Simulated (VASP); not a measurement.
# GaBSb2 (P-4m2) in VASP: notebook

Runs on GaBSb2. Level: r2SCAN. Tasks: single point.

Everything below comes from runs of VASP 6.6.1. Logs are shortened: lines on timing, memory, paths and dates and some standing lists are left out, and cuts for length are marked.

## Step 1: The cell of the first run

It takes space group P-4m2 (No. 115, tetragonal). The conventional cell has a = 3.954 Å, b = 3.954 Å, c = 5.742 Å, α = 90.00°, β = 90.00°, γ = 90.00°. Within 3.1 Å of B (site symmetry -4m2) lie 4 Sb at 2.34 Å. Sb (site symmetry 2mm) has 2 B at 2.34 Å and 2 Ga at 2.56 Å within 3.1 Å. Ga (site symmetry -4m2) has 4 Sb at 2.56 Å within 3.4 Å.

## Step 2: Single point, r2SCAN (22.44 Å³/atom)

Input file POSCAR:

```
GaBSb2
1.0
    3.9538553626      0.0000000000      0.0000000000
    0.0000000000      3.9538553626      0.0000000000
    0.0000000000      0.0000000000      5.7417813809
B Sb Ga
1 2 1
Direct
    0.0000000000      0.0000000000      0.0000000000
    0.0000000000      0.5000000000      0.2172915758
    0.5000000000      0.0000000000      0.7827084242
    0.5000000000      0.5000000000      0.5000000000
```

Input file INCAR.step1:

```
SYSTEM = GaBSb2
PREC     = Accurate       ! precision mode
ENCUT    = 520            ! plane-wave cutoff, eV
ISMEAR   = -1             ! smearing method
SIGMA    = 0.02           ! smearing width, eV
LREAL    = .False.        ! projectors in reciprocal space
LASPH    = .True.         ! aspherical terms in the spheres
NELM     = 80             ! most SCF steps
NBANDS   = 21             ! bands
GGA      = PE             ! functional
ALGO     = Normal         ! electronic algorithm
EDIFF    = 1E-4           ! SCF threshold, eV
LWAVE    = .True.         ! write WAVECAR
LCHARG   = .False.        ! write CHGCAR
```

Input file INCAR.step2:

```
SYSTEM = GaBSb2
PREC     = Accurate       ! precision mode
ENCUT    = 520            ! plane-wave cutoff, eV
EDIFF    = 1E-6           ! SCF threshold, eV
ISMEAR   = -1             ! smearing method
SIGMA    = 0.02           ! smearing width, eV
LREAL    = .False.        ! projectors in reciprocal space
LASPH    = .True.         ! aspherical terms in the spheres
NELM     = 80             ! most SCF steps
ALGO     = Normal         ! electronic algorithm
ISIF     = 2              ! what is computed and relaxed
LWAVE    = .False.        ! write WAVECAR
LCHARG   = .True.         ! write CHGCAR
METAGGA  = R2SCAN         ! meta-GGA
LMIXTAU  = .True.       
LELF     = .True.         ! ELF
LVHAR    = .True.       
NBANDS   = 21             ! bands
ISTART   = 1
```

Input file KPOINTS:

```
regular mesh
0
Gamma
  6 6 4
  0 0 0
```

Potentials or basis: VASP PAW PBE potentials, release 64 (B, Sb, Ga_d).

Launch:

```console
$ cat potpaw_PBE.64/B/POTCAR potpaw_PBE.64/Sb/POTCAR potpaw_PBE.64/Ga_d/POTCAR > POTCAR
$ cp INCAR.step1 INCAR
$ mpirun -np 1 vasp_std > vasp.out
$ cp INCAR.step2 INCAR
$ mpirun -np 1 vasp_std > vasp.out
```

OUTCAR:

```text
SYSTEM = GaBSb2
   PREC = Accurate
   ENCUT = 520
   EDIFF = 1E-6
   ISMEAR = -1
   LREAL = .False.
   LASPH = .True.
   NELM = 80
   ISIF = 2
   METAGGA = R2SCAN
   ISTART = 1

 ion  position               nearest neighbor table
   1  0.000  0.000  0.000-   2 2.34   3 2.34   2 2.34   3 2.34
   2  0.000  0.500  0.217-   1 2.34   1 2.34   4 2.56   4 2.56   3 3.75   3 3.75   3 3.75   3 3.75

   3  0.500  0.000  0.783-   1 2.34   1 2.34   4 2.56   4 2.56   2 3.75   2 3.75   2 3.75   2 3.75

   4  0.500  0.500  0.500-   2 2.56   3 2.56   3 2.56   2 2.56

  LATTYP: Found a simple tetragonal cell.
 ALAT       =     3.9538553626
 C/A-ratio  =     1.4521981343

  Lattice vectors:

 A1 = (   3.9538553626,   0.0000000000,   0.0000000000)
 A2 = (   0.0000000000,   3.9538553626,   0.0000000000)
 A3 = (   0.0000000000,   0.0000000000,   5.7417813809)

Analysis of symmetry for initial positions (statically):
=====================================================================
 Subroutine PRICEL returns:
 Original cell was already a primitive cell.

 Routine SETGRP: Setting up the symmetry group for a
 simple tetragonal supercell.

 Subroutine GETGRP returns: Found  8 space group operations
 (whereof  8 operations were pure point group operations)
 out of a pool of 16 trial point group operations.

The static configuration has the point symmetry D_2d.

Analysis of symmetry for dynamics (positions and initial velocities):
=====================================================================
 Subroutine PRICEL returns:
 Original cell was already a primitive cell.

 Routine SETGRP: Setting up the symmetry group for a
 simple tetragonal supercell.

 Subroutine GETGRP returns: Found  8 space group operations
 (whereof  8 operations were pure point group operations)
 out of a pool of 16 trial point group operations.

The dynamic configuration has the point symmetry D_2d.

 Subroutine INISYM returns: Found  8 space group operations
 (whereof  8 operations are pure point group operations),
 and found     1 'primitive' translations

----------------------------------------------------------------------------------------

                                     Primitive cell

  volume of cell :      89.7611

  direct lattice vectors                    reciprocal lattice vectors
     3.953855363  0.000000000  0.000000000     0.252917699  0.000000000  0.000000000
     0.000000000  3.953855363  0.000000000     0.000000000  0.252917699  0.000000000
     0.000000000  0.000000000  5.741781381     0.000000000  0.000000000  0.174161978

  length of vectors
     3.953855363  3.953855363  5.741781381     0.252917699  0.252917699  0.174161978

  position of ions in fractional coordinates (direct lattice)
     0.000000000  0.000000000  0.000000000
     0.000000000  0.500000000  0.217291576
     0.500000000  0.000000000  0.782708424
     0.500000000  0.500000000  0.500000000

  ion indices of the primitive-cell ions
   primitive index   ion index
                 1           1
                 2           2
                 3           3
                 4           4

----------------------------------------------------------------------------------------

 KPOINTS: regular mesh

Automatic generation of k-mesh.
 Grid dimensions read from file:
 generate k-points for:    6    6    4

 Generating k-lattice:

  Cartesian coordinates                     Fractional coordinates (reciprocal lattice)
     0.042152950  0.000000000  0.000000000     0.166666667  0.000000000  0.000000000
     0.000000000  0.042152950  0.000000000     0.000000000  0.166666667  0.000000000
     0.000000000  0.000000000  0.043540494     0.000000000  0.000000000  0.250000000

  Length of vectors
     0.042152950  0.042152950  0.043540494

  Shift w.r.t. Gamma in fractional coordinates (k-lattice)
     0.000000000  0.000000000  0.000000000

 Subroutine IBZKPT returns following result:
 ===========================================

 Found     30 irreducible k-points:

 Following reciprocal coordinates:
            Coordinates               Weight
  0.000000  0.000000  0.000000      1.000000
  0.166667  0.000000  0.000000      4.000000
  0.333333  0.000000  0.000000      4.000000
  0.500000  0.000000  0.000000      2.000000
  0.166667  0.166667  0.000000      4.000000
  0.333333  0.166667  0.000000      8.000000
[... 16 lines left out ...]
  0.333333  0.000000  0.500000      4.000000
  0.500000  0.000000  0.500000      2.000000
 [... further k-points ...]
   k-points           NKPTS =     30   k-points in BZ     NKDIM =     30   number of bands    NBANDS=     21
   number of dos      NEDOS =    301   number of ions     NIONS =      4
   total plane-waves  NPLWV =  43200
   dimension x,y,z NGX =    30 NGY =   30 NGZ =   48
   dimension x,y,z NGXF=    60 NGYF=   60 NGZF=   96
   ions per type =               1   2   1
   NGX,Y,Z   is equivalent  to a cutoff of  12.61, 12.61, 13.90 a.u.
[... 42 lines left out ...]
 non-spin polarized calculation
  energy-cutoff  :      520.00
  volume of cell :       89.76
 maximum number of plane-waves:      2450
 NGX is ok and might be reduce to    30
   NGX = 15   NGY = 15   NGZ = 21

 number of electron      26.0000001 magnetization

 Free energy of the ion-electron system (eV)
  ---------------------------------------------------
  ext. energy  EPLUGINS =         0.00000000
  ---------------------------------------------------
  free energy    TOTEN  =       -69.34112324 eV

  energy without entropy =      -69.34067054  energy(sigma->0) =      -69.34089689

 E-fermi :   6.6442     XC(G=0): -10.2973

 val. band max:        6.6419247583   @ k =   0.0000   0.0000   0.0000
 cond. band min:       6.7635022228   @ k =   0.0000   0.0000   0.0000
 fundamental gap:      0.1215774645
 Fermi energy:         6.6441801883

 k-point     1 :       0.0000    0.0000    0.0000
  band No.  band energies     occupation
      1      -9.2950      2.00000
      2      -9.2379      2.00000
      3      -9.2379      2.00000
      4      -9.1959      2.00000
      5      -9.1820      2.00000
      6      -6.9939      2.00000
[... 13 lines left out ...]
     20      13.3008      0.00000
     21      15.4939      0.00000

 k-point     2 :       0.1667    0.0000    0.0000
  band No.  band energies     occupation
      1      -9.2912      2.00000
      2      -9.2468      2.00000
      3      -9.2373      2.00000
      4      -9.1939      2.00000
      5      -9.1846      2.00000
      6      -6.7445      2.00000
[... 13 lines left out ...]
     20      14.2927      0.00000
     21      14.4178      0.00000

 k-point     3 :       0.3333    0.0000    0.0000
  band No.  band energies     occupation
      1      -9.2909      2.00000
      2      -9.2569      2.00000
      3      -9.2361      2.00000
      4      -9.1896      2.00000
      5      -9.1895      2.00000
      6      -6.0248      2.00000
[... 13 lines left out ...]
     20      13.1219      0.00000
     21      13.7185      0.00000

 k-point     4 :       0.5000    0.0000    0.0000
  band No.  band energies     occupation
      1      -9.2957      2.00000
      2      -9.2568      2.00000
      3      -9.2355      2.00000
      4      -9.1922      2.00000
      5      -9.1869      2.00000
      6      -5.0461      2.00000
[... 13 lines left out ...]
     20      12.9867      0.00000
     21      13.0073      0.00000

 k-point     5 :       0.1667    0.1667    0.0000
  band No.  band energies     occupation
      1      -9.2878      2.00000
      2      -9.2528      2.00000
      3      -9.2375      2.00000
      4      -9.1923      2.00000
      5      -9.1874      2.00000
      6      -6.4960      2.00000
[... 13 lines left out ...]
     20      13.2611      0.00000
     21      13.7571      0.00000
[... 382 lines left out ...]
     20      13.1155      0.00000
     21      13.3441      0.00000

 k-point    22 :       0.1667    0.0000    0.5000
  band No.  band energies     occupation
      1      -9.2973      2.00000
      2      -9.2473      2.00000
      3      -9.2380      2.00000
      4      -9.1901      2.00000
      5      -9.1845      2.00000
      6      -6.0493      2.00000
[... 13 lines left out ...]
     20      12.0515      0.00000
     21      12.7685      0.00000

 k-point    23 :       0.3333    0.0000    0.5000
  band No.  band energies     occupation
      1      -9.2969      2.00000
      2      -9.2571      2.00000
      3      -9.2366      2.00000
      4      -9.1896      2.00000
      5      -9.1864      2.00000
      6      -5.4310      2.00000
[... 13 lines left out ...]
     20      12.4338      0.00000
     21      14.2240      0.00000

 k-point    24 :       0.5000    0.0000    0.5000
  band No.  band energies     occupation
      1      -9.3013      2.00000
      2      -9.2574      2.00000
      3      -9.2359      2.00000
      4      -9.1921      2.00000
      5      -9.1843      2.00000
      6      -4.8597      2.00000
[... 13 lines left out ...]
     20      12.7705      0.00000
     21      13.9776      0.00000

 [... further k-points ...]
[... 5 lines left out ...]
  --------------------------------------------------------------------------------------
  -------------------------------------------------------------------------------------
  Total        1.4036961      1.4036961      1.5312109      0.0000000      0.0000000      0.0000000
  in kB       25.0550619     25.0550619     27.3311180      0.0000000      0.0000000      0.0000000
  external PRESSURE =      25.8137472 kB  Pullay stress =       0.0000000 kB

 VOLUME and BASIS-vectors are now :
 -----------------------------------------------------------------------------
  energy-cutoff  :      520.00
  volume of cell :       89.76
      direct lattice vectors                 reciprocal lattice vectors
     3.953855363  0.000000000  0.000000000     0.252917699  0.000000000  0.000000000
     0.000000000  3.953855363  0.000000000     0.000000000  0.252917699  0.000000000
     0.000000000  0.000000000  5.741781381     0.000000000  0.000000000  0.174161978

 POSITION                                       TOTAL-FORCE (eV/Angst)
 -----------------------------------------------------------------------------------
      0.00000      0.00000      0.00000         0.000000     -0.000000      0.000000
      0.00000      1.97693      1.24764         0.000000     -0.000000     -0.021223
      1.97693      0.00000      4.49414         0.000000      0.000000      0.021223
      1.97693      1.97693      2.87089         0.000000     -0.000000      0.000000
 -----------------------------------------------------------------------------------
    total drift:                                0.000000      0.000000      0.000000

  FREE ENERGIE OF THE ION-ELECTRON SYSTEM (eV)
  ---------------------------------------------------
  free  energy   TOTEN  =       -69.3411232368 eV

  energy  without entropy=      -69.3406705361  energy(sigma->0) =      -69.34089689
```

It took 4.4 min on 1 thread of Intel Xeon 8259CL, shared host; peak memory 0.25 GiB.

What came out:

```yaml
Free_energy: -69.3411 eV
Pressure: 2.6 GPa
Largest_force: 0.021 eV/Å
Band_gap_on_the_k_mesh: zero (bands 13 and 14 overlap by 0.05 eV)
```

Forces on the atoms (eV/Å):
```
B    0.000  0.000  0.000
Sb   0.000  0.000 -0.021
Sb   0.000  0.000  0.021
Ga   0.000  0.000  0.000
```

Levels at points of the mesh, in eV from the Fermi level:
```
           k point  band 9  band 10  band 11  band 12  band 13  band 14  band 15  band 16  band 17  band 18
(0.00, 0.00, 0.00)   -3.85    -3.85    -0.40     0.00     0.00     0.12     0.75     1.92     2.48     2.48
(0.50, 0.00, 0.00)   -6.29    -4.92    -4.13    -2.70    -1.11     1.47     3.14     4.16     4.18     4.60
(0.50, 0.50, 0.00)   -7.77    -3.99    -3.75    -3.75    -3.42    -0.06     1.01     1.01     1.03     7.87
(0.00, 0.00, 0.50)   -4.49    -3.36    -3.36    -1.56    -1.56     0.74     0.76     3.21     3.44     5.11
(0.50, 0.00, 0.50)   -7.81    -2.65    -1.96    -1.91    -0.96     0.36     1.09     3.12     3.89     3.90
(0.50, 0.50, 0.50)   -7.38    -4.93    -4.57    -4.42    -4.42     3.75     4.02     4.02     4.17     4.50
```

Caveat: semilocal functionals underestimate gaps, so a narrow gap can read as zero; the PAW data sets were made with another functional, which shifts forces and pressure a little; spin-orbit coupling is left out, which moves the levels of the heavy elements.

## Step 3: Single point, r2SCAN

This run uses another cell than the first one, of 23.13 Å³/atom.

Input file POSCAR:

```
GaBSb2
1.0
    3.9942036122      0.0000000000      0.0000000000
    0.0000000000      3.9942036122      0.0000000000
    0.0000000000      0.0000000000      5.8003750337
B Sb Ga
1 2 1
Direct
    0.0000000000      0.0000000000      0.0000000000
    0.0000000000      0.5000000000      0.2172915758
    0.5000000000      0.0000000000      0.7827084242
    0.5000000000      0.5000000000      0.5000000000
```

Input file INCAR.step1:

```
SYSTEM = GaBSb2
PREC     = Accurate       ! precision mode
ENCUT    = 520            ! plane-wave cutoff, eV
ISMEAR   = -1             ! smearing method
SIGMA    = 0.02           ! smearing width, eV
LREAL    = .FALSE.        ! projectors in reciprocal space
LASPH    = .TRUE.         ! aspherical terms in the spheres
NELM     = 80             ! most SCF steps
NBANDS   = 21             ! bands
GGA      = PE             ! functional
ALGO     = Normal         ! electronic algorithm
EDIFF    = 1E-4           ! SCF threshold, eV
LWAVE    = .TRUE.         ! write WAVECAR
LCHARG   = .FALSE.        ! write CHGCAR
```

Input file INCAR.step2:

```
SYSTEM = GaBSb2
PREC     = Accurate       ! precision mode
ENCUT    = 520            ! plane-wave cutoff, eV
EDIFF    = 1E-6           ! SCF threshold, eV
ISMEAR   = -1             ! smearing method
SIGMA    = 0.02           ! smearing width, eV
LREAL    = .FALSE.        ! projectors in reciprocal space
LASPH    = .TRUE.         ! aspherical terms in the spheres
NELM     = 80             ! most SCF steps
ALGO     = Normal         ! electronic algorithm
ISIF     = 2              ! what is computed and relaxed
LWAVE    = .FALSE.        ! write WAVECAR
LCHARG   = .TRUE.         ! write CHGCAR
METAGGA  = R2SCAN         ! meta-GGA
LMIXTAU  = .TRUE.       
LELF     = .TRUE.         ! ELF
LVHAR    = .TRUE.       
NBANDS   = 21             ! bands
ISTART   = 1
```

Input file KPOINTS:

```
Automatic mesh
0
G
  6 6 4
  0 0 0
```

Potentials or basis: VASP PAW PBE potentials, release 64 (B, Sb, Ga_d).

Launch:

```console
$ cat potpaw_PBE.64/B/POTCAR potpaw_PBE.64/Sb/POTCAR potpaw_PBE.64/Ga_d/POTCAR > POTCAR
$ cp INCAR.step1 INCAR
$ mpirun -np 1 vasp_std > vasp.out
$ cp INCAR.step2 INCAR
$ mpirun -np 1 vasp_std > vasp.out
```

Run time: 4.1 min. Hardware: 1 thread of Intel Xeon 8259CL, shared host; peak memory 0.24 GiB.

The run converged. Its results:

| Property | Result |
| --- | --- |
| Free energy | -69.3644 eV |
| Pressure | 0.2 GPa |
| Largest force | 0.017 eV/Å |
| Band gap on the k mesh | zero (filled and empty bands overlap) |

Forces on the atoms (eV/Å):
```
B    0.000  0.000  0.000
Sb   0.000  0.000  0.017
Sb   0.000  0.000 -0.017
Ga   0.000  0.000  0.000
```

Levels at points of the mesh, in eV from the Fermi level:
| k point | band 11 | band 12 | band 13 | band 14 | band 15 | band 16 |
| --- | --- | --- | --- | --- | --- | --- |
| (0.00, 0.00, 0.00) | -0.40 | -0.01 | -0.01 | 0.08 | 0.79 | 1.73 |
| (0.50, 0.00, 0.00) | -3.98 | -2.61 | -1.08 | 1.42 | 3.13 | 4.04 |
| (0.50, 0.50, 0.00) | -3.62 | -3.62 | -3.31 | -0.01 | 1.06 | 1.06 |
| (0.00, 0.00, 0.50) | -3.24 | -1.50 | -1.50 | 0.77 | 0.78 | 3.17 |
| (0.50, 0.00, 0.50) | -1.91 | -1.84 | -0.94 | 0.28 | 0.97 | 3.11 |
| (0.50, 0.50, 0.50) | -4.41 | -4.27 | -4.27 | 3.78 | 3.96 | 3.96 |

Caveat: semilocal functionals underestimate gaps, so a narrow gap can read as zero; the PAW data sets were made with another functional, which shifts forces and pressure a little; spin-orbit coupling is left out, which moves the levels of the heavy elements.

## Step 4: Single point, r2SCAN

This run uses another cell than the first one, of 23.13 Å³/atom.

POSCAR is that of step 3.

Input file INCAR.step1:

```
ALGO = Normal
EDIFF = 1E-4
ENCUT = 520
GGA = PE
ISMEAR = -1
LASPH = T
LCHARG = F
LREAL = F
LWAVE = T
NBANDS = 21
NELM = 80
PREC = Accurate
SIGMA = 0.02
```

Input file INCAR.step2:

```
ALGO = Normal
EDIFF = 1E-6
ENCUT = 520
ISIF = 2
ISMEAR = -1
ISTART = 1
LASPH = T
LCHARG = F
LMIXTAU = T
LREAL = F
LWAVE = F
METAGGA = R2SCAN
NBANDS = 21
NELM = 80
PREC = Accurate
SIGMA = 0.02
```

Input file KPOINTS:

```
k-points
0
Gamma
  6 6 4
```

Launch:

```console
$ cat potpaw_PBE.64/B/POTCAR potpaw_PBE.64/Sb/POTCAR potpaw_PBE.64/Ga_d/POTCAR > POTCAR
$ cp INCAR.step1 INCAR
$ mpirun -np 1 vasp_std > vasp.out
$ cp INCAR.step2 INCAR
$ mpirun -np 1 vasp_std > vasp.out
```

Run time: 4.7 min. Hardware: 1 thread of Intel Xeon 8259CL, shared host; peak memory 0.25 GiB.

The run converged. Its results:

| Item | Value |
| --- | --- |
| Free energy | -69.3644 eV |
| Pressure | 0.2 GPa |
| Largest force | 0.017 eV/Å |
| Band gap on the k mesh | zero (filled and empty bands overlap) |

Forces in eV/Å, atoms in the order of the input:
```
B    0.000  0.000  0.000
Sb   0.000  0.000  0.017
Sb   0.000  0.000 -0.017
Ga   0.000  0.000  0.000
```

Levels at points of the mesh, in eV from the Fermi level:
```
           k point  band 11  band 12  band 13  band 14  band 15  band 16
(0.00, 0.00, 0.00)    -0.40    -0.01    -0.01     0.08     0.79     1.73
(0.50, 0.00, 0.00)    -3.98    -2.61    -1.08     1.42     3.13     4.04
(0.50, 0.50, 0.00)    -3.62    -3.62    -3.31    -0.01     1.06     1.06
(0.00, 0.00, 0.50)    -3.24    -1.50    -1.50     0.77     0.78     3.17
(0.50, 0.00, 0.50)    -1.91    -1.84    -0.94     0.28     0.97     3.11
(0.50, 0.50, 0.50)    -4.41    -4.27    -4.27     3.78     3.96     3.96
```

Caveat: semilocal functionals underestimate gaps, so a narrow gap can read as zero; the PAW data sets were made with another functional, which shifts forces and pressure a little; spin-orbit coupling is left out, which moves the levels of the heavy elements.
